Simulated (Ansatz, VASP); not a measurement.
## Yb2P6Os: VASP beside Ansatz

```xyz
9
Lattice="0.0000 4.4345 4.4345 4.4345 0.0000 4.4345 4.4345 4.4345 0.0000" Properties=species:S:1:pos:R:3 pbc="T T T"
Yb    2.2173    2.2173    2.2173
Yb    6.6518    6.6518    6.6518
P     4.4345    6.6438    4.4345
P     4.4345    4.4345    2.2252
P     4.4345    4.4345    6.6438
P     4.4345    2.2252    4.4345
P     6.6438    4.4345    4.4345
P     2.2252    4.4345    4.4345
Os    0.0000    0.0000    0.0000
```

Change from the starting cell: species swapped into the Tl2TeCl6 type (Fm-3m, No. 225).

Alike in both runs: task single point; functional PBE; k mesh 4 × 4 × 4; occupations gaussian, width 0.1 eV; no spin polarisation.

|  | VASP | Ansatz |
| --- | --- | --- |
| version | VASP 6.6.1 | Ansatz 0.2.0 |
| potentials or method | VASP PAW PBE potentials, release 64 (Yb, P, Os), cutoff 600 eV | scalar-relativistic, plane waves, PAW |
| valence electrons in the cell | 86 | 94 |

|  | VASP | Ansatz | Ansatz less VASP |
| --- | --- | --- | --- |
| gap on the k mesh at the Fermi level (eV) | none | none | - |
| pressure (GPa) | 5.6 | 5.4 | -0.16 |
| rms of the force components (eV/Å) | 1.577 | 1.537 | -0.0397 |

Atom by atom the forces differ by 0.040 eV/Å (rms over components). A gap of «none» marks a metal or a gap that the smearing closes. The functional is the same, so the differences come from potentials, cutoffs and numerics. VASP's potentials hold 86 valence electrons a cell and Ansatz's 94, so a difference there can come from the potentials and not from the codes.

Neither program's run includes spin-orbit coupling.
